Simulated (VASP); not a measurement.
# Li4NbO4 (Cm) in VASP: a series of runs, part 2 of 2

VASP 6.6.1. Earlier steps stand in the parts before.

## (3) Single point, PBEsol (atom 1 (Li) moved by -0.405 Å along [1 0 0] and +0.405 Å along [0 1 0])

INCAR reads:

```
SYSTEM = Li4NbO4
ALGO     = Normal         ! electronic algorithm
EDIFF    = 1E-6           ! SCF threshold, eV
ENCUT    = 520            ! plane-wave cutoff, eV
GGA      = PS             ! functional
ISIF     = 2              ! what is computed and relaxed
ISMEAR   = 0              ! smearing method
LASPH    = .TRUE.         ! aspherical terms in the spheres
LCHARG   = .FALSE.        ! write CHGCAR
LREAL    = .FALSE.        ! projectors in reciprocal space
LWAVE    = .FALSE.        ! write WAVECAR
NBANDS   = 34             ! bands
NELM     = 60             ! most SCF steps
PREC     = Accurate       ! precision mode
SIGMA    = 0.05           ! smearing width, eV
```

KPOINTS reads:

```
k-points
0
G
  10 10 10
  0 0 0
```

POSCAR reads:

```
Li4NbO4
1.0
   -3.8119495391      3.8119495391      1.6301049253
    3.8119495391     -3.8119495391      1.6301049253
    3.8119495391      3.8119495391     -1.6301049253
Li Nb O
4 1 4
Direct
    0.2810325606      0.1042055979      0.3852381585
    0.8426719780      0.3341549847      0.1768269627
    0.1573280220      0.6658450153      0.8231730373
    0.6658450153      0.8426719780      0.5085169933
    0.0000000000      0.0000000000      0.0000000000
    0.7589255465      0.0797104317      0.8386359782
    0.9202895683      0.7589255465      0.6792151148
    0.0797104317      0.2410744535      0.3207848852
    0.2410744535      0.9202895683      0.1613640218
```

Potentials or basis: VASP PAW PBE potentials, release 64 (Li_sv, Nb_sv, O).

On the command line:

```
$ cat potpaw_PBE.64/Li_sv/POTCAR potpaw_PBE.64/Nb_sv/POTCAR potpaw_PBE.64/O/POTCAR > POTCAR
$ mpirun -np 1 vasp_std > vasp.out
```

OUTCAR:

```text
SYSTEM = Li4NbO4
   EDIFF = 1E-6
   ENCUT = 520
   GGA = PS
   ISIF = 2
   ISMEAR = 0
   LASPH = .TRUE.
   LREAL = .FALSE.
   NELM = 60
   PREC = Accurate

 ion  position               nearest neighbor table
   1  0.281  0.104  0.385-   9 1.43   8 1.86   7 2.28   7 2.28   5 2.29   4 2.59   4 2.59
   2  0.843  0.334  0.177-   9 1.92   9 1.92   8 1.94   6 2.04   3 2.51   3 2.51   5 2.82
   3  0.157  0.666  0.823-   6 1.92   6 1.92   7 1.94   9 2.04   2 2.51   2 2.51   5 2.82
   4  0.666  0.843  0.509-   8 1.92   8 1.92   6 1.94   7 2.04   1 2.59   1 2.59   5 2.82
   5  0.000  0.000  0.000-   7 1.94   8 1.94   6 1.94   9 1.94   1 2.29   3 2.82   4 2.82   2 2.82

   6  0.759  0.080  0.839-   3 1.92   3 1.92   5 1.94   4 1.94   2 2.04
   7  0.920  0.759  0.679-   5 1.94   3 1.94   4 2.04   1 2.28   1 2.28
   8  0.080  0.241  0.321-   1 1.86   4 1.92   4 1.92   5 1.94   2 1.94
   9  0.241  0.920  0.161-   1 1.43   2 1.92   2 1.92   5 1.94   3 2.04

  LATTYP: Found a body centered tetragonal cell.
 ALAT       =     7.6238990782
 C/A-ratio  =     0.4276302476

  Lattice vectors:

 A1 = (  -3.8119495391,   3.8119495391,   1.6301049253)
 A2 = (   3.8119495391,  -3.8119495391,   1.6301049253)
 A3 = (   3.8119495391,   3.8119495391,  -1.6301049253)

Analysis of symmetry for initial positions (statically):
=====================================================================
 Subroutine PRICEL returns:
 Original cell was already a primitive cell.

 Routine SETGRP: Setting up the symmetry group for a
 body centered tetragonal supercell.

 Subroutine GETGRP returns: Found  2 space group operations
 (whereof  2 operations were pure point group operations)
 out of a pool of 16 trial point group operations.

The static configuration has the point symmetry C_1h.

Analysis of symmetry for dynamics (positions and initial velocities):
=====================================================================
 Subroutine PRICEL returns:
 Original cell was already a primitive cell.

 Routine SETGRP: Setting up the symmetry group for a
 body centered tetragonal supercell.

 Subroutine GETGRP returns: Found  2 space group operations
 (whereof  2 operations were pure point group operations)
 out of a pool of 16 trial point group operations.

The dynamic configuration has the point symmetry C_1h.

 Subroutine INISYM returns: Found  2 space group operations
 (whereof  2 operations are pure point group operations),
 and found     1 'primitive' translations

----------------------------------------------------------------------------------------

                                     Primitive cell

  volume of cell :      94.7480

  direct lattice vectors                    reciprocal lattice vectors
    -3.811949539  3.811949539  1.630104925     0.000000000  0.131166479  0.306728722
     3.811949539 -3.811949539  1.630104925     0.131166479  0.000000000  0.306728722
     3.811949539  3.811949539 -1.630104925     0.131166479  0.131166479  0.000000000

  length of vectors
     5.631976620  5.631976620  5.631976620     0.333597293  0.333597293  0.185497414

  position of ions in fractional coordinates (direct lattice)
     0.281032561  0.104205598  0.385238159
     0.842671978  0.334154985  0.176826963
     0.157328022  0.665845015  0.823173037
[... 71 lines left out ...]
 [... further k-points ...]
   k-points           NKPTS =    282   k-points in BZ     NKDIM =    282   number of bands    NBANDS=     34
   number of dos      NEDOS =    301   number of ions     NIONS =      9
   total plane-waves  NPLWV =  74088
   dimension x,y,z NGX =    42 NGY =   42 NGZ =   42
   dimension x,y,z NGXF=    84 NGYF=   84 NGZF=   84
   ions per type =               4   1   4
   NGX,Y,Z   is equivalent  to a cutoff of  12.40, 12.40, 12.40 a.u.
   NGXF,Y,Z  is equivalent  to a cutoff of  24.80, 24.80, 24.80 a.u.
 SYSTEM =  Li4NbO4
   PREC   = accura    normal or accurate (medium, high low for compatibility)
   ISTART =      0    job   : 0-new  1-cont  2-samecut
   ICHARG =      2    charge: 1-file 2-atom 10-const
   ISPIN  =      1    spin polarized calculation?
   LNONCOLLINEAR =      F non collinear calculations
   LSORBIT =      F    spin-orbit coupling
   LASPH  =      T    aspherical Exc in radial PAW
   ENCUT  =  520.0 eV  38.22 Ry    6.18 a.u.  10.47 10.47 10.47*2*pi/ulx,y,z
   NELM   =     60;   NELMIN=  2; NELMDL= -5     # of ELM steps
   EDIFF  = 0.1E-05   stopping-criterion for ELM
   LREAL  =      F    real-space projection
   EDIFFG = 0.1E-04   stopping-criterion for IOM
   NSW    =      0    number of steps for IOM
   IBRION =     -1    ionic relax: 0-MD 1-quasi-New 2-CG
   NFREE  =      0    steps in history (QN), initial steepest desc. (CG)
   ISIF   =      2    stress and relaxation
   ISYM   =      2    0-nonsym 1-usesym 2-fastsym
   POTIM  = 0.5000    time-step for ionic-motion
   TEBEG  =    0.0;   TEEND  =   0.0 temperature during run
   PSTRESS=    0.0 pullay stress
   NELECT =      49.0000    total number of electrons
   NUPDOWN=      -1.0000    fix difference up-down
   EMIN   =  10.00;   EMAX   =-10.00  energy-range for DOS
   EFERMI =   0.00;   METHOD = LEGACY
   ISMEAR =     0;   SIGMA  =   0.05  broadening in eV -4-tet -1-fermi 0-gaus
   EFERMI_NEDOS =   21; number of points for ismear=-14 and -15
   IALGO  =     38    algorithm
   IMIX   =      4    mixing-type and parameters
     AMIX     =   0.40;   BMIX     =  1.00
     AMIX_MAG =   1.60;   BMIX_MAG =  1.00
  volume/ion in A,a.u.               =      10.53        71.04
  Fermi-wavevector in a.u.,A,eV,Ry     =   1.314065  2.483223 23.494096  1.726767
  Thomas-Fermi vector in A             =   2.444344
   LORBIT       =      0    0 simple, 1 ext, 2 COOP (PROOUT), +10 PAW based schemes
   GGA     = PS    functional components
   LHFCALC =     F    Hartree Fock is set to
   AEXX    =    0.0000 exact exchange contribution
   IVDW    =     0    specifies the selected vdW correction
   LEPSILON=     F    determine dielectric tensor
   LRPA    =     F    only Hartree local field effects (RPA)
 non-spin polarized calculation
 Gauss-broadening in eV      SIGMA  =   0.05
  energy-cutoff  :      520.00
  volume of cell :       94.75
 maximum number of plane-waves:      2570
 NGX is ok and might be reduce to    42
   NGX = 21   NGY = 21   NGZ = 21

 number of electron      49.0000000 magnetization

 Free energy of the ion-electron system (eV)
  ---------------------------------------------------
  ext. energy  EPLUGINS =         0.00000000
  ---------------------------------------------------
  free energy    TOTEN  =       -57.53890528 eV

  energy without entropy =      -57.53890528  energy(sigma->0) =      -57.53890528

 E-fermi :   3.3978     XC(G=0):  -9.9590

 val. band max:        3.0804965009   @ k =  -0.1000  -0.1000   0.1000
 cond. band min:       4.3528875516   @ k =  -0.4000  -0.3000   0.3000
 fundamental gap:      1.2723910507
 Fermi energy:         3.3978319039

 k-point     1 :       0.0000    0.0000    0.0000
  band No.  band energies     occupation
      1     -51.9224      2.00000
      2     -40.1611      2.00000
      3     -39.8688      2.00000
      4     -39.7671      2.00000
      5     -39.7115      2.00000
      6     -28.3353      2.00000
[... 877 lines left out ...]
     33      12.2571      0.00000
     34      13.0138      0.00000

 [... further k-points ...]

------------------------ aborting loop because EDIFF is reached ----------------------------------------

  FORCE on cell =-STRESS in cart. coord.  units (eV):
  Direction    XX          YY          ZZ          XY          YZ          ZX
  --------------------------------------------------------------------------------------
  -------------------------------------------------------------------------------------
  Total        7.1493340      4.7528765     -0.4217220      2.9221871      0.0000000      0.0000000
  in kB      120.8944408     80.3706112     -7.1312728     49.4138585      0.0000000      0.0000000
  external PRESSURE =      64.7112597 kB  Pullay stress =       0.0000000 kB

 VOLUME and BASIS-vectors are now :
 -----------------------------------------------------------------------------
  energy-cutoff  :      520.00
  volume of cell :       94.75
      direct lattice vectors                 reciprocal lattice vectors
    -3.811949539  3.811949539  1.630104925     0.000000000  0.131166479  0.306728722
     3.811949539 -3.811949539  1.630104925     0.131166479  0.000000000  0.306728722
     3.811949539  3.811949539 -1.630104925     0.131166479  0.131166479  0.000000000

 POSITION                                       TOTAL-FORCE (eV/Angst)
 -----------------------------------------------------------------------------------
      0.79445      2.14256      0.00000         7.738076      4.038089     -0.000000
     -1.26439      2.61250      1.63010        -0.226898      0.066147      0.000000
      5.07634      1.19945      0.00000        -0.051683     -0.273716      0.000000
      2.61250      1.26439      1.63010         0.068928      0.317432      0.000000
      0.00000      0.00000      0.00000        -1.868079     -3.222491      0.000000
      0.60770      5.78597      0.00000         0.101670      0.323776      0.000000
      1.97402      3.20425      1.63010         0.331865     -0.062981      0.000000
      1.83793      0.60770      0.00000        -0.191611     -0.073085      0.000000
      3.20425     -1.97402      1.63010        -5.902268     -1.113171      0.000000
 -----------------------------------------------------------------------------------
    total drift:                                0.000559      0.000859      0.000018

  FREE ENERGIE OF THE ION-ELECTRON SYSTEM (eV)
  ---------------------------------------------------
  free  energy   TOTEN  =       -57.5389052769 eV

  energy  without entropy=      -57.5389052769  energy(sigma->0) =      -57.53890528
```

Run time: 36 min. Hardware: 1 thread of Oxide Virtual Turin-like, shared host; peak memory 0.76 GiB.

What came out:

* Free energy: -57.5389 eV
* Largest force: 8.728 eV/Å
* Band gap on the k mesh: zero (an odd number of electrons rules out a gap without spin polarisation)

Forces on the atoms (eV/Å):
```
Li   7.738  4.038  0.000
Li  -0.227  0.066  0.000
Li  -0.052 -0.274  0.000
Li   0.069  0.317  0.000
Nb  -1.868 -3.222  0.000
O    0.102  0.324  0.000
O    0.332 -0.063  0.000
O   -0.192 -0.073  0.000
O   -5.902 -1.113  0.000
```

Caveat: the cell differs from its parent crystal (atom 1 (Li) moved by -0.405 Å along [1 0 0] and +0.405 Å along [0 1 0]); the cutoff is under 1.25 times the usual one of these potentials, so pressure, stress and relaxed cells hold a basis-set (Pulay) error; the PAW data sets were made with another functional, which shifts forces and pressure a little; an odd number of electrons without spin polarisation forces a metal; a magnetic or distorted state may lie lower.

The gap in the log of VASP goes by the Fermi energy; the results here count the filled bands.